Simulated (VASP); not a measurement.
Wanted: the native input for a VASP 6.6.1 run.

```yaml
Task: single point
Functional: PBE
Potentials_or_basis: VASP PAW PBE potentials, release 64 (Sn_d, Se)
Cutoff: 520 eV
k_mesh: 12 × 12 × 6
Occupations: gaussian, width 0.05 eV
Spin: no spin polarisation
Dipole_correction: no
Further_INCAR_settings: ALGO = Normal; EDIFF = 1e-06; NBANDS = 20
```

The structure of SnSe2 lies in POSCAR:

```
SnSe2
1.0
    3.8109987816      0.0000000000      0.0000000000
   -1.9054993908      3.3004217586      0.0000000000
    0.0000000000      0.0000000000      6.3211100000
Sn Se
1 2
Direct
    0.0000000000      0.0000000000      0.0000000000
    0.3333333333      0.6666666667      0.2500000000
    0.6666666667      0.3333333333      0.7500000000
```

This cell differs from its parent crystal: strain +0.000 along x and y, +0.030 along z.

The input as run:

INCAR

```
PREC = Accurate
ENCUT = 520
EDIFF = 1E-6
ISMEAR = 0
SIGMA = 0.05
LREAL = False
LASPH = True
NELM = 60
ALGO = Normal
ISIF = 2
LWAVE = False
LCHARG = False
GGA = PE
NBANDS = 20
```

KPOINTS

```
Automatic mesh
0
Gamma
  12 12 6
```

Potentials or basis: VASP PAW PBE potentials, release 64 (Sn_d, Se).

The run is started by

```sh
$ cat potpaw_PBE.64/Sn_d/POTCAR potpaw_PBE.64/Se/POTCAR > POTCAR
$ mpirun -np 1 vasp_std > vasp.out
```

Results of the run:

| Item | Value |
| --- | --- |
| Pressure | 3.1 GPa |
| Largest force | 0.292 eV/Å |
| Band gap on the k mesh | 0.68 eV (least direct gap 1.19 eV) |

Caveat: the cell differs from its parent crystal (strain +0.000 along x and y, +0.030 along z); the cell stands under pressure; semilocal functionals underestimate gaps, and a narrow one can read as zero; spin-orbit coupling is left out, which moves the levels of the heavy elements; this functional lacks dispersion, which binds layers or chains, so the pressure and a relaxed spacing across them are unreliable.

It took 74 s on 1 thread of Intel(R) Xeon(R) Platinum 8488C (Sapphire Rapids), on a shared host, peak memory 0.29 GiB.
